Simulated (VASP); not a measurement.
A run of VASP 6.6.1 is set up as follows.

INCAR

```
SYSTEM = Mo
  PREC = Accurate
  ENCUT = 500
  EDIFF = 1E-6
  ISMEAR = 0
  SIGMA = 0.1
  LREAL = .FALSE.
  LASPH = .TRUE.
  NELM = 120
  ALGO = Normal
  ISIF = 2
  LWAVE = .FALSE.
  LCHARG = .FALSE.
  GGA = PE
  NBANDS = 13
  GGA_COMPAT = .FALSE.
```

KPOINTS

```
Automatic mesh
0
G
  4 4 8
  0 0 0
```

The input POSCAR:

```
Mo
1.0
    1.4169881138     -2.4544079478      0.0000000000
    1.4169881138      2.4544079478      0.0000000000
    0.0000000000      0.0000000000      2.4396587799
Mo
1
Direct
    0.5000000000      0.5000000000      0.0000000000
```

Potentials or basis: VASP PAW PBE potentials, release 64 (Mo_sv).

The run is started by

```bash
$ cat potpaw_PBE.64/Mo_sv/POTCAR > POTCAR
$ mpirun -np 1 vasp_std > vasp.out
```

Question: Estimate the band gap on the k mesh.

Answer: Zero (band 7 reaches 11.81 eV, above the bottom of band 8 at 10.23 eV).

Question: Estimate the pressure.

Answer: 0.5 GPa.

Stress tensor (GPa, compression positive):
```
0.28 0.00 0.00
0.00 0.27 0.00
0.00 0.00 0.96
```

Caveat: the k points lie up to 0.64 Å⁻¹ apart.
